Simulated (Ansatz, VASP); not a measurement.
# Two plane-wave programs on ScB2P3

```xyz
6
Lattice="3.3056 0.0000 0.0000 -1.6528 2.8628 0.0000 0.0000 0.0000 7.8806" Properties=species:S:1:pos:R:3 pbc="T T T"
Sc    0.0000    0.0000    0.0000
B     0.0000    1.9085    1.5869
B     1.6528    0.9543    6.2937
P     0.0000    1.9085    5.5409
P     1.6528    0.9543    2.3397
P     0.0000    0.0000    3.9403
```

Change from the starting cell: species swapped into the Li3SmBi2 type (P-3m1, No. 164).

Alike in both runs: functional PBE; k mesh 4 × 4 × 3; occupations gaussian, width 0.2 eV; no spin polarisation.

Ansatz relaxed the structure, and its values are those at the end. VASP's run is a single point on that final structure, the one shown.

|  | VASP | Ansatz |
| --- | --- | --- |
| version | VASP 6.6.1 | Ansatz 0.2.0 |
| potentials or method | VASP PAW PBE potentials, release 64 (Sc_sv, B, P), cutoff 500 eV | scalar-relativistic, plane waves, PAW |
| valence electrons in the cell | 32 | 32 |

Ansatz gave:

- gap on the k mesh at the Fermi level (eV): none
- pressure (GPa): 0.0
- rms of the force components (eV/Å): 0.014

Task: What did VASP give for the same quantities?

Result: gap on the k mesh at the Fermi level (eV): none; pressure (GPa): -0.1; rms of the force components (eV/Å): 0.017.

A gap of «none» marks a metal or a gap that the smearing closes. With one functional, cell and mesh, what is left measures potentials, basis and numerics.

The k mesh is coarse, so the values compare programs but aren't converged.
